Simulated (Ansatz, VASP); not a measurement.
## Two plane-wave programs on Pb8CS8O

File INCAR:

```
  ALGO = Normal
  DIPOL = 0.5 0.5 0.272
  EDIFF = 1E-7
  ENCUT = 520
  GGA = PE
  IDIPOL = 3
  ISIF = 2
  ISMEAR = 0
  LASPH = True
  LCHARG = True
  LDIPOL = True
  LELF = True
  LREAL = Auto
  LVACPOTAV = True
  LVHAR = True
  LWAVE = False
  NBANDS = 100
  NELM = 100
  PREC = Accurate
  SIGMA = 0.05
```

File KPOINTS:

```
k-points
0
Gamma
  3 3 1
```

File POSCAR:

```
Pb8CS8O
1.0
    8.4980431765      0.0000000000      0.0000000000
    0.0000000000      8.4980431765      0.0000000000
    0.0000000000      0.0000000000     20.7166259994
Pb S C O
8 8 1 1
Direct
    0.2500000000      0.2500000000      0.1930816341
    0.2500000000      0.7500000000      0.1930816341
    0.7500000000      0.2500000000      0.1930816341
    0.7500000000      0.7500000000      0.1930816341
    0.0000000000      0.0000000000      0.3242142808
    0.0000000000      0.5000000000      0.3242142808
    0.5000000000      0.0000000000      0.3242142808
    0.5000000000      0.5000000000      0.3242142808
    0.0000000000      0.0000000000      0.1930816341
    0.0000000000      0.5000000000      0.1930816341
    0.5000000000      0.0000000000      0.1930816341
    0.5000000000      0.5000000000      0.1930816341
    0.2500000000      0.2500000000      0.3230985962
    0.2500000000      0.7500000000      0.3230985962
    0.7500000000      0.2500000000      0.3230985962
    0.7500000000      0.7500000000      0.3230985962
    0.6888094425      0.0000000000      0.3782771384
    0.8111905575      0.0000000000      0.3782771384
```

Input for Ansatz:

```yaml
crystal:
  lattice:
    - [8.4980431765, 0.0, 0.0]
    - [0.0, 8.4980431765, 0.0]
    - [0.0, 0.0, 20.7166259994]
  atoms:
    - { symbol: Pb, position: [0.25, 0.25, 0.1930816341] }
    - { symbol: Pb, position: [0.25, 0.75, 0.1930816341] }
    - { symbol: Pb, position: [0.75, 0.25, 0.1930816341] }
    - { symbol: Pb, position: [0.75, 0.75, 0.1930816341] }
    - { symbol: S, position: [0.0, 0.0, 0.1930816341] }
    - { symbol: S, position: [0.0, 0.5, 0.1930816341] }
    - { symbol: S, position: [0.5, 0.0, 0.1930816341] }
    - { symbol: S, position: [0.5, 0.5, 0.1930816341] }
    - { symbol: Pb, position: [0.0, 0.0, 0.3242142808] }
    - { symbol: Pb, position: [0.0, 0.5, 0.3242142808] }
    - { symbol: Pb, position: [0.5, 0.0, 0.3242142808] }
    - { symbol: Pb, position: [0.5, 0.5, 0.3242142808] }
    - { symbol: S, position: [0.25, 0.25, 0.3230985962] }
    - { symbol: S, position: [0.25, 0.75, 0.3230985962] }
    - { symbol: S, position: [0.75, 0.25, 0.3230985962] }
    - { symbol: S, position: [0.75, 0.75, 0.3230985962] }
    - { symbol: C, position: [0.6888094425, 0.0, 0.3782771384] }
    - { symbol: O, position: [0.8111905575, 0.0, 0.3782771384] }
basis:
  ecutwfc: 420
kpoints:
  mp_grid: { grid: [3, 3, 1] }
hamiltonian:
  xc: pbe
scf:
  occupations: { method: gaussian, width: 0.05 }
output:
  forces: true
  eigenvalues: true
efield:
  axis: 3
  dipole_correction: true
  ramp_width: 0.04
```

Alike in both runs: task single point; functional PBE; k mesh 3 × 3 × 1; occupations gaussian, width 0.05 eV; no spin polarisation.

```csv
,VASP,Ansatz
version,VASP 6.6.1,Ansatz 0.2.0
potentials or method,"VASP PAW PBE potentials, release 64 (Pb_d, S, C, O), cutoff 520 eV","scalar-relativistic, plane waves, PAW"
valence electrons in the cell,170,170
```

```csv
,VASP,Ansatz,Ansatz less VASP
gap on the k mesh at the Fermi level (eV),0.87,0.87,-0.002
least direct gap on the mesh (eV),0.87,0.87,-0.002
rms of the force components (eV/Å),3.601,3.339,-0.2618
```

Neither program's run includes spin-orbit coupling. Noted on VASP's run: the standard files for N, O and F lose accuracy on very short bonds.
